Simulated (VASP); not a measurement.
BN:

```xyz
4
Lattice="2.4982 0.0000 0.0000 -1.2491 2.1635 0.0000 0.0000 0.0000 6.6357" Properties=species:S:1:pos:R:3 pbc="T T T"
B     0.0000    1.4424    1.6589
B     1.2491    0.7212    4.9768
N     0.0000    1.4424    4.9768
N     1.2491    0.7212    1.6589
```

Base run:

```yaml
Program: VASP 6.6.1
Functional: BLYP
Potentials_or_basis: VASP PAW PBE potentials, release 64 (B, N)
Cutoff: 600 eV
k_mesh: 12 × 12 × 4
Occupations: gaussian, width 0.01 eV
Spin: no spin polarisation
```

Its results: band gap on the k mesh 4.36 eV, indirect (least direct gap 4.72 eV); pressure 6.8 GPa.

Question: The run is repeated on the same cell with these changes: functional from BLYP to RPBE. What comes out?

Answer: Band gap on the k mesh 4.40 eV, indirect (least direct gap 4.73 eV); pressure 9.0 GPa.

Caveats: the PAW data sets were made with another functional, which shifts forces and pressure a little; this functional lacks dispersion, which binds the layers, so the pressure and a relaxed spacing across them are unreliable.

A k mesh can miss the band edges.
